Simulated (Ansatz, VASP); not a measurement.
**One calculation of HC, two programs**

```xyz
4
Lattice="6.5581 0.0000 0.0000 -3.2790 5.6794 0.0000 0.0000 0.0000 27.8928" Properties=species:S:1:pos:R:3 pbc="T T T"
C     2.6054    2.2430   20.9591
C     3.6360    1.6413   21.1387
H     1.6915    2.7751   20.7917
H     4.5509    1.1079   21.2940
```

Alike in both runs: task single point; functional PBE; dispersion D3(BJ); k mesh 3 × 3 × 1; occupations gaussian, width 0.05 eV; no spin polarisation.

```csv
,VASP,Ansatz
version,VASP 6.6.1,Ansatz 0.2.0
potentials or method,"VASP PAW PBE potentials, release 64 (C, H), cutoff 520 eV","scalar-relativistic, plane waves, PAW"
valence electrons in the cell,10,10
```

VASP gave:

* gap on the k mesh at the Fermi level (eV): 6.37
* rms of the force components (eV/Å): 0.028

Estimate Ansatz's values.

gap on the k mesh at the Fermi level (eV): 6.37; rms of the force components (eV/Å): 0.020.

Atom by atom the forces differ by 0.045 eV/Å (rms over components).
